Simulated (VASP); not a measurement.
The system is LiF.

```xyz
2
Lattice="0.0000 1.9729 1.9729 1.9729 0.0000 1.9729 1.9729 1.9729 0.0000" Properties=species:S:1:pos:R:3 pbc="T T T"
F     1.9729    1.9729    1.9729
Li    0.0000    0.0000    0.0000
```

Base run:

```yaml
Program: VASP 6.6.1
Functional: PBE0
Potentials_or_basis: VASP PAW PBE potentials, release 64 (F, Li_sv)
Cutoff: 520 eV
k_mesh: 8 × 8 × 8
Occupations: fermi-dirac, width 0.05 eV
Spin: no spin polarisation
```

Its results: band gap on the k mesh 12.76 eV.

Q: The run is repeated on the same cell with these changes: functional from PBE0 to HSE06; further incar settings from ALGO = Normal; EDIFF = 1e-07; NBANDS = 12 to ALGO = Normal; EDIFF = 1e-06; NBANDS = 12. What comes out?

A: Band gap on the k mesh 12.00 eV.

A k mesh can miss the band edges.
